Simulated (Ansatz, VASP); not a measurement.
**CdSe: VASP beside Ansatz**

File INCAR:

```
  ALGO = Normal
  EDIFF = 1E-6
  ENCUT = 520
  GGA = PE
  ISIF = 2
  ISMEAR = -1
  LASPH = T
  LCHARG = F
  LREAL = F
  LWAVE = F
  NBANDS = 16
  NELM = 60
  PREC = Accurate
  SIGMA = 0.1
```

Contents of KPOINTS:

```
k-points
0
Gamma
  14 14 14
```

The input POSCAR:

```
CdSe
1.0
    0.0000000000      2.8694130648      2.8694130648
    2.8694130648      0.0000000000      2.8694130648
    2.8694130648      2.8694130648      0.0000000000
Cd Se
1 1
Direct
    0.0000000000      0.0000000000      0.0000000000
    0.5000000000      0.5000000000      0.5000000000
```

Input for Ansatz:

```yaml
crystal:
  lattice:
    - [0.0, 2.8694130648, 2.8694130648]
    - [2.8694130648, 0.0, 2.8694130648]
    - [2.8694130648, 2.8694130648, 0.0]
  atoms:
    - { symbol: Cd, position: [0.0, 0.0, 0.0] }
    - { symbol: Se, position: [0.5, 0.5, 0.5] }
kpoints:
  mp_grid: { grid: [14, 14, 14] }
  band_path:
    path:
      - [0.0, 0.0, 0.0]
      - [0.5, 0.0, 0.5]
      - [0.625, 0.25, 0.625]
      - [0.375, 0.375, 0.75]
      - [0.0, 0.0, 0.0]
      - [0.5, 0.5, 0.5]
      - [0.5, 0.25, 0.75]
      - [0.5, 0.0, 0.5]
    npoints: 8
scf:
  occupations: { method: fermi_dirac, width: 0.1 }
hamiltonian:
  xc: pbe
  pseudopotentials: { kind: paw }
output:
  forces: true
  stress: true
  eigenvalues: true
  populations: true
  dos: { projected: true, de: 0.2, e_range: [-14, 8] }
```

Change from the starting cell: volume scaled by 1, PAW files.

Alike in both runs: task single point; functional PBE; k mesh 14 × 14 × 14; occupations fermi-dirac, width 0.1 eV; no spin polarisation.

```csv
,VASP,Ansatz
version,VASP 6.6.1,Ansatz 0.2.0
potentials or method,"VASP PAW PBE potentials, release 64 (Cd, Se)","PAW with Ansatz's default frozen-core files, scalar-relativistic"
plane-wave cutoff (eV),520,420
valence electrons in the cell,18,36
```

```tsv
	VASP	Ansatz	Ansatz less VASP
pressure (GPa)	0.3	0.0	-0.33
```

VASP's potentials hold 18 valence electrons a cell and Ansatz's 36, so a difference there can come from the potentials and not from the codes.
